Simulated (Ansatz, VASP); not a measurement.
**Pb: VASP beside Ansatz**

```
Pb
1.0
     0.00000    3.43900    3.40461
     3.43900    0.00000    3.40461
     3.43900    3.43900    0.00000
Pb
2
Cartesian
  0.0000 0.0000 0.0000
  1.7195 1.7195 1.7023
```

Change from the starting cell: zz strain of -1 %.

Alike in both runs: task single point; functional PBE; k mesh 8 × 8 × 8; occupations fermi-dirac, width 0.05 eV; no spin polarisation.

```csv
,VASP,Ansatz
version,VASP 6.6.1,Ansatz 0.2.0
potentials or method,"VASP PAW PBE potentials, release 64 (Pb_d), cutoff 520 eV","all-electron LAPW, scalar-relativistic"
```

```csv
,VASP,Ansatz,Ansatz less VASP
pressure (GPa),2.7,2.7,+0.05
"traceless stress, the component that is largest in VASP (GPa)",0.05,0.05,-0.001
```

Ansatz ran all-electron here, and VASP with PAW potentials.

Spin-orbit coupling is off throughout.
